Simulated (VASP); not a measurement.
# MgO (Fm-3m) in VASP: further runs

Runs on MgO. Level: PBEsol. Tasks: single point, relaxation of volume and atoms at fixed shape.

Everything below comes from runs of VASP 6.6.1. Logs are shortened: lines on timing, memory, paths and dates and some standing lists are left out, and cuts for length are marked.

## Step 1: The cell of the first run

Symmetry: Fm-3m, No. 225, cubic system. The conventional cell has a = 4.214 Å, b = 4.214 Å, c = 4.214 Å, α = 90.00°, β = 90.00°, γ = 90.00°. O (site symmetry m-3m) has 6 Mg at 2.11 Å within 2.8 Å. Mg (site symmetry m-3m) has 6 O at 2.11 Å within 2.8 Å.

## Step 2: Single point, PBEsol

Input file INCAR:

```
SYSTEM = MgO
ALGO = Normal
EDIFF = 1E-6
ENCUT = 520
GGA = PS
ISIF = 2
ISMEAR = -1
LASPH = .TRUE.
LCHARG = .TRUE.
LELF = .TRUE.
LREAL = Auto
LVHAR = .TRUE.
LWAVE = .FALSE.
NBANDS = 166
NELM = 100
PREC = Accurate
SIGMA = 0.05
```

Input file KPOINTS:

```
Automatic mesh
0
Gamma
  1 1 1
  0.5 0.5 0.5
```

Input file POSCAR:

```
MgO
1.0
    8.4288080000      0.0000000000      0.0000000000
    0.0000000000      8.4288080000      0.0000000000
    0.0000000000      0.0000000000      8.4288080000
O Mg
32 32
Direct
    0.2500000000      0.0000000000      0.0000000000
    0.2500000000      0.0000000000      0.5000000000
    0.2500000000      0.5000000000      0.0000000000
    0.2500000000      0.5000000000      0.5000000000
    0.7500000000      0.0000000000      0.0000000000
    0.7500000000      0.0000000000      0.5000000000
    0.7500000000      0.5000000000      0.0000000000
    0.7500000000      0.5000000000      0.5000000000
    0.0000000000      0.2500000000      0.0000000000
    0.0000000000      0.2500000000      0.5000000000
    0.0000000000      0.7500000000      0.0000000000
    0.0000000000      0.7500000000      0.5000000000
    0.5000000000      0.2500000000      0.0000000000
    0.5000000000      0.2500000000      0.5000000000
    0.5000000000      0.7500000000      0.0000000000
    0.5000000000      0.7500000000      0.5000000000
    0.0000000000      0.0000000000      0.2500000000
    0.0000000000      0.0000000000      0.7500000000
    0.0000000000      0.5000000000      0.2500000000
    0.0000000000      0.5000000000      0.7500000000
    0.5000000000      0.0000000000      0.2500000000
    0.5000000000      0.0000000000      0.7500000000
    0.5000000000      0.5000000000      0.2500000000
    0.5000000000      0.5000000000      0.7500000000
    0.2500000000      0.2500000000      0.2500000000
    0.2500000000      0.2500000000      0.7500000000
    0.2500000000      0.7500000000      0.2500000000
    0.2500000000      0.7500000000      0.7500000000
    0.7500000000      0.2500000000      0.2500000000
    0.7500000000      0.2500000000      0.7500000000
    0.7500000000      0.7500000000      0.2500000000
    0.7500000000      0.7500000000      0.7500000000
    0.0000000000      0.0000000000      0.0000000000
    0.0000000000      0.0000000000      0.5000000000
    0.0000000000      0.5000000000      0.0000000000
    0.0000000000      0.5000000000      0.5000000000
    0.5000000000      0.0000000000      0.0000000000
    0.5000000000      0.0000000000      0.5000000000
    0.5000000000      0.5000000000      0.0000000000
    0.5000000000      0.5000000000      0.5000000000
    0.2500000000      0.2500000000      0.0000000000
    0.2500000000      0.2500000000      0.5000000000
    0.2500000000      0.7500000000      0.0000000000
    0.2500000000      0.7500000000      0.5000000000
    0.7500000000      0.2500000000      0.0000000000
    0.7500000000      0.2500000000      0.5000000000
    0.7500000000      0.7500000000      0.0000000000
    0.7500000000      0.7500000000      0.5000000000
    0.2500000000      0.0000000000      0.2500000000
    0.2500000000      0.0000000000      0.7500000000
    0.2500000000      0.5000000000      0.2500000000
    0.2500000000      0.5000000000      0.7500000000
    0.7500000000      0.0000000000      0.2500000000
    0.7500000000      0.0000000000      0.7500000000
    0.7500000000      0.5000000000      0.2500000000
    0.7500000000      0.5000000000      0.7500000000
    0.0000000000      0.2500000000      0.2500000000
    0.0000000000      0.2500000000      0.7500000000
    0.0000000000      0.7500000000      0.2500000000
    0.0000000000      0.7500000000      0.7500000000
    0.5000000000      0.2500000000      0.2500000000
    0.5000000000      0.2500000000      0.7500000000
    0.5000000000      0.7500000000      0.2500000000
    0.5000000000      0.7500000000      0.7500000000
```

Potentials or basis: VASP PAW PBE potentials, release 64 (O, Mg).

Command:

```console
$ cat potpaw_PBE.64/O/POTCAR potpaw_PBE.64/Mg/POTCAR > POTCAR
$ mpirun -np 1 vasp_std > vasp.out
```

OUTCAR:

```text
SYSTEM = MgO
   EDIFF = 1E-6
   ENCUT = 520
   GGA = PS
   ISIF = 2
   ISMEAR = -1
   LASPH = .TRUE.
   LREAL = Auto
   NELM = 100
   PREC = Accurate

 ion  position               nearest neighbor table
   1  0.250  0.000  0.000-  33 2.11  37 2.11  41 2.11  43 2.11  49 2.11  50 2.11
   2  0.250  0.000  0.500-  34 2.11  38 2.11  42 2.11  44 2.11  49 2.11  50 2.11
   3  0.250  0.500  0.000-  35 2.11  39 2.11  41 2.11  43 2.11  51 2.11  52 2.11
   4  0.250  0.500  0.500-  36 2.11  40 2.11  42 2.11  44 2.11  51 2.11  52 2.11
   5  0.750  0.000  0.000-  33 2.11  37 2.11  45 2.11  47 2.11  53 2.11  54 2.11
   6  0.750  0.000  0.500-  34 2.11  38 2.11  46 2.11  48 2.11  53 2.11  54 2.11
[... 76 lines left out ...]
  58  0.000  0.250  0.750-   9 2.11  10 2.11  18 2.11  20 2.11  26 2.11  30 2.11  33 2.98  34 2.98
                            35 2.98  36 2.98  41 2.98  42 2.98  45 2.98  46 2.98  50 2.98  52 2.98
  59  0.000  0.750  0.250-  11 2.11  12 2.11  17 2.11  19 2.11  27 2.11  31 2.11  33 2.98  34 2.98
                            35 2.98  36 2.98  43 2.98  44 2.98  47 2.98  48 2.98  49 2.98  51 2.98
  60  0.000  0.750  0.750-  11 2.11  12 2.11  18 2.11  20 2.11  28 2.11  32 2.11  33 2.98  34 2.98
                            35 2.98  36 2.98  43 2.98  44 2.98  47 2.98  48 2.98  50 2.98  52 2.98
  61  0.500  0.250  0.250-  13 2.11  14 2.11  21 2.11  23 2.11  25 2.11  29 2.11  37 2.98  38 2.98
                            39 2.98  40 2.98  41 2.98  42 2.98  45 2.98  46 2.98  49 2.98  51 2.98
  62  0.500  0.250  0.750-  13 2.11  14 2.11  22 2.11  24 2.11  26 2.11  30 2.11  37 2.98  38 2.98
                            39 2.98  40 2.98  41 2.98  42 2.98  45 2.98  46 2.98  50 2.98  52 2.98
  63  0.500  0.750  0.250-  15 2.11  16 2.11  21 2.11  23 2.11  27 2.11  31 2.11  37 2.98  38 2.98
                            39 2.98  40 2.98  43 2.98  44 2.98  47 2.98  48 2.98  49 2.98  51 2.98
  64  0.500  0.750  0.750-  15 2.11  16 2.11  22 2.11  24 2.11  28 2.11  32 2.11  37 2.98  38 2.98
                            39 2.98  40 2.98  43 2.98  44 2.98  47 2.98  48 2.98  50 2.98  52 2.98

  LATTYP: Found a simple cubic cell.
 ALAT       =     8.4288080000

  Lattice vectors:

 A1 = (   8.4288080000,   0.0000000000,   0.0000000000)
 A2 = (   0.0000000000,   8.4288080000,   0.0000000000)
 A3 = (   0.0000000000,   0.0000000000,   8.4288080000)

Analysis of symmetry for initial positions (statically):
=====================================================================
 Subroutine PRICEL returns following result:

  LATTYP: Found a face centered cubic cell.
 ALAT       =     4.2144040000

  Lattice vectors:

 A1 = (   2.1072020000,  -2.1072020000,   0.0000000000)
 A2 = (   2.1072020000,   0.0000000000,   2.1072020000)
 A3 = (   0.0000000000,  -2.1072020000,   2.1072020000)

  32 primitive cells build up your supercell.
[... 117 lines left out ...]
   TEBEG  =    0.0;   TEEND  =   0.0 temperature during run
   PSTRESS=    0.0 pullay stress
   NELECT =     256.0000    total number of electrons
   NUPDOWN=      -1.0000    fix difference up-down
   EMIN   =  10.00;   EMAX   =-10.00  energy-range for DOS
   EFERMI =   0.00;   METHOD = LEGACY
   ISMEAR =    -1;   SIGMA  =   0.05  broadening in eV -4-tet -1-fermi 0-gaus
   EFERMI_NEDOS =   21; number of points for ismear=-14 and -15
   IALGO  =     38    algorithm
   IMIX   =      4    mixing-type and parameters
     AMIX     =   0.40;   BMIX     =  1.00
     AMIX_MAG =   1.60;   BMIX_MAG =  1.00
  volume/ion in A,a.u.               =       9.36        63.14
  Fermi-wavevector in a.u.,A,eV,Ry     =   1.233262  2.330527 20.693577  1.520935
  Thomas-Fermi vector in A             =   2.367999
   LORBIT       =      0    0 simple, 1 ext, 2 COOP (PROOUT), +10 PAW based schemes
   GGA     = PS    functional components
   LHFCALC =     F    Hartree Fock is set to
   AEXX    =    0.0000 exact exchange contribution
   IVDW    =     0    specifies the selected vdW correction
   LEPSILON=     F    determine dielectric tensor
   LRPA    =     F    only Hartree local field effects (RPA)
 non-spin polarized calculation
  energy-cutoff  :      520.00
  volume of cell :      598.82
 maximum number of plane-waves:     16176
 NGX is ok and might be reduce to    64
   NGX = 31   NGY = 31   NGZ = 31

 number of electron     255.9999894 magnetization

 Free energy of the ion-electron system (eV)
  ---------------------------------------------------
  ext. energy  EPLUGINS =         0.00000000
  ---------------------------------------------------
  free energy    TOTEN  =      -400.18311320 eV

  energy without entropy =     -400.18311320  energy(sigma->0) =     -400.18311320

 E-fermi :   4.0800     XC(G=0): -11.3004

 val. band max:        2.7212267367   @ k =   0.5000   0.5000   0.5000
 cond. band min:      10.0335556098   @ k =   0.5000   0.5000   0.5000
 fundamental gap:      7.3123288731
 Fermi energy:         4.0800032079

 k-point     1 :       0.5000    0.5000    0.5000
  band No.  band energies     occupation
      1     -13.5339      2.00000
      2     -13.5339      2.00000
      3     -13.5339      2.00000
      4     -13.5339      2.00000
      5     -13.5339      2.00000
      6     -13.5339      2.00000
[... 132 lines left out ...]
    139      12.5999      0.00000
    140      12.5999      0.00000
 [bands above 140 left out]

------------------------ aborting loop because EDIFF is reached ----------------------------------------

  FORCE on cell =-STRESS in cart. coord.  units (eV):
  Direction    XX          YY          ZZ          XY          YZ          ZX
  --------------------------------------------------------------------------------------
  -------------------------------------------------------------------------------------
  Total       -1.6674692     -1.6674692     -1.6674692      0.0000000     -0.0000000      0.0000000
  in kB       -4.4613873     -4.4613873     -4.4613873      0.0000000     -0.0000000      0.0000000
  external PRESSURE =      -4.4613873 kB  Pullay stress =       0.0000000 kB

 VOLUME and BASIS-vectors are now :
 -----------------------------------------------------------------------------
  energy-cutoff  :      520.00
  volume of cell :      598.82
      direct lattice vectors                 reciprocal lattice vectors
     8.428808000  0.000000000  0.000000000     0.118640738  0.000000000  0.000000000
     0.000000000  8.428808000  0.000000000     0.000000000  0.118640738  0.000000000
     0.000000000  0.000000000  8.428808000     0.000000000  0.000000000  0.118640738

 POSITION                                       TOTAL-FORCE (eV/Angst)
 -----------------------------------------------------------------------------------
      2.10720      0.00000      0.00000         0.000000      0.000000     -0.000000
      2.10720      0.00000      4.21440        -0.000000     -0.000000     -0.000000
      2.10720      4.21440      0.00000         0.000000     -0.000000      0.000000
      2.10720      4.21440      4.21440         0.000000      0.000000      0.000000
      6.32161      0.00000      0.00000        -0.000000      0.000000     -0.000000
      6.32161      0.00000      4.21440        -0.000000     -0.000000     -0.000000
[... 56 lines left out ...]
      4.21440      6.32161      2.10720        -0.000000      0.000000     -0.000000
      4.21440      6.32161      6.32161         0.000000      0.000000     -0.000000
 -----------------------------------------------------------------------------------
    total drift:                                0.000000      0.000000      0.000000

  FREE ENERGIE OF THE ION-ELECTRON SYSTEM (eV)
  ---------------------------------------------------
  free  energy   TOTEN  =      -400.1831132001 eV

  energy  without entropy=     -400.1831132001  energy(sigma->0) =     -400.18311320
```

Wall time 5.4 min (1 thread of Intel Xeon Platinum 8259CL at 2.50GHz (Skylake/Cascade Lake), shared host); peak memory 0.56 GiB.

Results:

* Free energy: -400.1831 eV
* Pressure: -0.4 GPa
* Band gap on the k mesh: 7.31 eV

Caveat: the k points lie up to 0.75 Å⁻¹ apart; the PAW data sets were made with another functional, which shifts forces and pressure a little; a shifted mesh leaves out Γ, where band edges can lie.

## Step 3: Relaxation of volume and atoms at fixed shape, PBEsol

Input file INCAR:

```
PREC = Accurate
ENCUT = 600
EDIFF = 1E-6
ISMEAR = -1
SIGMA = 0.05
LREAL = Auto
LASPH = True
NELM = 100
ALGO = Normal
ISIF = 8
LWAVE = False
LCHARG = False
GGA = PS
IBRION = 2
NSW = 100
EDIFFG = -0.03
```

KPOINTS is that of step 2.

POSCAR is that of step 2.

Potentials or basis: VASP PAW PBE potentials, release 64 (O, Mg).

Command:

```console
$ cat potpaw_PBE.64/O/POTCAR potpaw_PBE.64/Mg/POTCAR > POTCAR
$ mpirun -np 1 vasp_std > vasp.out
```

Wall time 9 min (1 thread of Intel Xeon Platinum 8259CL at 2.50GHz (Skylake/Cascade Lake), shared host); peak memory 0.8 GiB.

It converged, with:

| Property | Result |
| --- | --- |
| Free energy | -400.2618 eV |
| Relaxed volume | 9.30 Å³/atom |
| Relaxed cell | a = 8.412 Å, b = 8.412 Å, c = 8.412 Å, α = 90.00°, β = 90.00°, γ = 90.00° |
| Space group after relaxing (to 0.1 Å) | Fm-3m (No. 225) |
| Energy gained by relaxing | 0.1 meV/atom |
| Ionic steps | 2 |
| Pressure after relaxing | 0.2 GPa |
| Band gap on the k mesh | 7.37 eV |

The path:
```csv
step,energy change (eV),largest force (eV/Å),pressure (GPa),volume (Å³)
1,0.0000,0.0000,-0.70,598.82
2,-0.0054,0.0000,0.22,595.31
```

Final structure:
```cif
data_structure
_symmetry_space_group_name_H-M 'P 1'
_symmetry_Int_Tables_number 1
_cell_length_a 8.4123
_cell_length_b 8.4123
_cell_length_c 8.4123
_cell_angle_alpha 90.000
_cell_angle_beta 90.000
_cell_angle_gamma 90.000
_cell_volume 595.31
loop_
_atom_site_label
_atom_site_type_symbol
_atom_site_fract_x
_atom_site_fract_y
_atom_site_fract_z
_atom_site_occupancy
O1 O 0.25000 0.00000 0.00000 1
O2 O 0.25000 0.00000 0.50000 1
O3 O 0.25000 0.50000 0.00000 1
O4 O 0.25000 0.50000 0.50000 1
O5 O 0.75000 0.00000 0.00000 1
O6 O 0.75000 0.00000 0.50000 1
O7 O 0.75000 0.50000 0.00000 1
O8 O 0.75000 0.50000 0.50000 1
O9 O 0.00000 0.25000 0.00000 1
O10 O 0.00000 0.25000 0.50000 1
O11 O 0.00000 0.75000 0.00000 1
O12 O 0.00000 0.75000 0.50000 1
O13 O 0.50000 0.25000 0.00000 1
O14 O 0.50000 0.25000 0.50000 1
O15 O 0.50000 0.75000 0.00000 1
O16 O 0.50000 0.75000 0.50000 1
O17 O 0.00000 0.00000 0.25000 1
O18 O 0.00000 0.00000 0.75000 1
O19 O 0.00000 0.50000 0.25000 1
O20 O 0.00000 0.50000 0.75000 1
O21 O 0.50000 0.00000 0.25000 1
O22 O 0.50000 0.00000 0.75000 1
O23 O 0.50000 0.50000 0.25000 1
O24 O 0.50000 0.50000 0.75000 1
O25 O 0.25000 0.25000 0.25000 1
O26 O 0.25000 0.25000 0.75000 1
O27 O 0.25000 0.75000 0.25000 1
O28 O 0.25000 0.75000 0.75000 1
O29 O 0.75000 0.25000 0.25000 1
O30 O 0.75000 0.25000 0.75000 1
O31 O 0.75000 0.75000 0.25000 1
O32 O 0.75000 0.75000 0.75000 1
Mg1 Mg 0.00000 0.00000 0.00000 1
Mg2 Mg 0.00000 0.00000 0.50000 1
Mg3 Mg 0.00000 0.50000 0.00000 1
Mg4 Mg 0.00000 0.50000 0.50000 1
Mg5 Mg 0.50000 0.00000 0.00000 1
Mg6 Mg 0.50000 0.00000 0.50000 1
Mg7 Mg 0.50000 0.50000 0.00000 1
Mg8 Mg 0.50000 0.50000 0.50000 1
Mg9 Mg 0.25000 0.25000 0.00000 1
Mg10 Mg 0.25000 0.25000 0.50000 1
Mg11 Mg 0.25000 0.75000 0.00000 1
Mg12 Mg 0.25000 0.75000 0.50000 1
Mg13 Mg 0.75000 0.25000 0.00000 1
Mg14 Mg 0.75000 0.25000 0.50000 1
Mg15 Mg 0.75000 0.75000 0.00000 1
Mg16 Mg 0.75000 0.75000 0.50000 1
Mg17 Mg 0.25000 0.00000 0.25000 1
Mg18 Mg 0.25000 0.00000 0.75000 1
Mg19 Mg 0.25000 0.50000 0.25000 1
Mg20 Mg 0.25000 0.50000 0.75000 1
Mg21 Mg 0.75000 0.00000 0.25000 1
Mg22 Mg 0.75000 0.00000 0.75000 1
Mg23 Mg 0.75000 0.50000 0.25000 1
Mg24 Mg 0.75000 0.50000 0.75000 1
Mg25 Mg 0.00000 0.25000 0.25000 1
Mg26 Mg 0.00000 0.25000 0.75000 1
Mg27 Mg 0.00000 0.75000 0.25000 1
Mg28 Mg 0.00000 0.75000 0.75000 1
Mg29 Mg 0.50000 0.25000 0.25000 1
Mg30 Mg 0.50000 0.25000 0.75000 1
Mg31 Mg 0.50000 0.75000 0.25000 1
Mg32 Mg 0.50000 0.75000 0.75000 1
```

Levels at points of the mesh, in eV from the valence-band top:
```tsv
k point	band 125	band 126	band 127	band 128	band 129	band 130	band 131	band 132
(0.50, 0.50, 0.50)	0.00	0.00	0.00	0.00	7.37	7.37	7.37	7.37
```

Caveat: the k points lie up to 0.75 Å⁻¹ apart in the final cell; the PAW data sets were made with another functional, which shifts forces and pressure a little; a shifted mesh leaves out Γ, where band edges can lie. A k mesh can miss the band edges.
